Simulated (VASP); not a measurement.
# CaS (Oldhamite): single point with r2SCAN

CaS (Oldhamite):

```xyz
2
Lattice="0.0000 2.7701 2.7701 2.7701 0.0000 2.7701 2.7701 2.7701 0.0000" Properties=species:S:1:pos:R:3 pbc="T T T"
Ca    0.0000    0.0000    0.0000
S     2.7701    2.7701    2.7701
```

* Program: VASP 6.6.1
* Task: single point
* Functional: r2SCAN
* Potentials or basis: VASP PAW PBE potentials, release 64 (Ca_sv, S)
* Cutoff: 550 eV
* k mesh: 5 × 5 × 5
* Occupations: gaussian, width 0.01 eV
* Spin: no spin polarisation

```
Pressure               : 6.5 GPa
Band gap on the k mesh : 2.73 eV, indirect (least direct gap 3.57 eV)
```

Levels at points of the mesh, in eV from the valence-band top:
```csv
k point,band 6,band 7,band 8,band 9,band 10,band 11
"(0.00, 0.00, 0.00)",0.00,0.00,0.00,4.63,4.63,4.63
```

It took 42 s on 1 thread of AMD EPYC 7R13 Processor (Zen 3) (shared host), peak memory 0.14 GiB.

Caveat: the PAW data sets were made with another functional, which shifts forces and pressure a little. A k mesh can miss the band edges.
